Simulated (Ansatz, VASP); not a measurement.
**Two plane-wave programs on Ni3O4**

File INCAR:

```
PREC = Accurate
ENCUT = 520
EDIFF = 1E-6
ISMEAR = 0
SIGMA = 0.15
LREAL = F
LASPH = T
NELM = 80
ALGO = Normal
ISIF = 2
LWAVE = F
LCHARG = T
GGA = PS
LELF = T
LVHAR = T
NBANDS = 36
```

The input KPOINTS:

```
regular mesh
0
Gamma
  8 8 14
```

Contents of POSCAR:

```
Ni3O4
1.0
    2.8365053875     -3.8061089693      0.0000000000
    2.8365053875      3.8061089693      0.0000000000
    0.0000000000      0.0000000000      2.9326825337
Ni O
3 4
Direct
    0.5000000000      0.0000000000      0.5000000000
    0.0000000000      0.5000000000      0.5000000000
    0.0000000000      0.0000000000      0.0000000000
    0.7878888826      0.7878888826      0.5000000000
    0.2121111174      0.2121111174      0.5000000000
    0.2371644473      0.7628355527      0.0000000000
    0.7628355527      0.2371644473      0.0000000000
```

Input for Ansatz:

```yaml
crystal:
  lattice:
    - [2.8365053875, -3.8061089693, 0.0]
    - [2.8365053875, 3.8061089693, 0.0]
    - [0.0, 0.0, 2.9326825337]
  atoms:
    - { symbol: Ni, position: [0.5, 0.0, 0.5] }
    - { symbol: Ni, position: [0.0, 0.5, 0.5] }
    - { symbol: Ni, position: [0.0, 0.0, 0.0] }
    - { symbol: O, position: [0.7878888826, 0.7878888826, 0.5] }
    - { symbol: O, position: [0.2121111174, 0.2121111174, 0.5] }
    - { symbol: O, position: [0.2371644473, 0.7628355527, 0.0] }
    - { symbol: O, position: [0.7628355527, 0.2371644473, 0.0] }
basis:
  ecutwfc: 420
kpoints:
  mp_grid: { grid: [8, 8, 14] }
hamiltonian:
  xc: pbesol
scf:
  occupations: { method: gaussian, width: 0.15 }
output:
  forces: true
  stress: true
  eigenvalues: true
```

Change from the starting cell: strain -0.030 along x and y, +0.030 along z, atoms carried along.

Alike in both runs: task single point; functional PBEsol; k mesh 8 × 8 × 14; occupations gaussian, width 0.15 eV; no spin polarisation.

```csv
,VASP,Ansatz
version,VASP 6.6.1,Ansatz 0.2.0
potentials or method,"VASP PAW PBE potentials, release 64 (Ni, O), cutoff 520 eV","scalar-relativistic, plane waves, PAW"
valence electrons in the cell,54,78
```

|  | VASP | Ansatz | Ansatz less VASP |
| --- | --- | --- | --- |
| gap on the k mesh at the Fermi level (eV) | none | none | - |
| pressure (GPa) | 8.0 | 7.6 | -0.40 |
| traceless stress, the component that is largest in VASP (GPa) | 6.56 | 6.15 | -0.407 |
| rms of the force components (eV/Å) | 0.254 | 0.232 | -0.0225 |

VASP's potentials were made for PBE, not for PBEsol. Atom by atom the forces differ by 0.022 eV/Å (rms over components). A gap of «none» marks a metal or a gap that the smearing closes. VASP's potentials hold 54 valence electrons a cell and Ansatz's 78, so a difference there can come from the potentials and not from the codes.
